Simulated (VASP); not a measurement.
Here is a VASP 6.6.1 calculation.

POSCAR

```
SiF
1.0
    3.0286000000      0.0000000000      0.0000000000
    0.0000000000      3.0286000000      0.0000000000
    0.0000000000      0.0000000000      3.0286000000
Si F
1 1
Direct
    0.5000000000      0.5000000000      0.5000000000
    0.0000000000      0.0000000000      0.0000000000
```

INCAR.step1

```
SYSTEM = SiF
  PREC = Accurate
  ENCUT = 520
  EDIFF = 1E-5
  ISMEAR = 0
  SIGMA = 0.01
  LREAL = .False.
  LASPH = .True.
  NELM = 80
  ALGO = Normal
  ISIF = 2
  LWAVE = .True.
  LCHARG = .False.
  NBANDS = 12
  GGA = PE
```

INCAR.step2

```
SYSTEM = SiF
  PREC = Accurate
  ENCUT = 520
  EDIFF = 1E-6
  ISMEAR = 0
  SIGMA = 0.01
  LREAL = .False.
  LASPH = .True.
  NELM = 80
  ALGO = Normal
  ISIF = 2
  LWAVE = .False.
  LCHARG = .False.
  GGA = PE
  LHFCALC = .True.
  HFSCREEN = 0.2079
  PRECFOCK = Normal
  NBANDS = 12
  ISTART = 1
```

KPOINTS

```
Automatic mesh
0
Gamma
  5 5 5
  0 0 0
```

Potentials or basis: VASP PAW PBE potentials, release 64 (Si, F).

The run is started by

```sh
$ cat potpaw_PBE.64/Si/POTCAR potpaw_PBE.64/F/POTCAR > POTCAR
$ cp INCAR.step1 INCAR
$ mpirun -np 1 vasp_std > vasp.out
$ cp INCAR.step2 INCAR
$ mpirun -np 1 vasp_std > vasp.out
```

Q: What does it give for the pressure?

A: -2.0 GPa.

Caveat: the k points lie up to 0.41 Å⁻¹ apart; the PAW data sets were made with another functional, which shifts forces and pressure a little; an odd number of electrons without spin polarisation forces a metal; a magnetic or distorted state may lie lower.
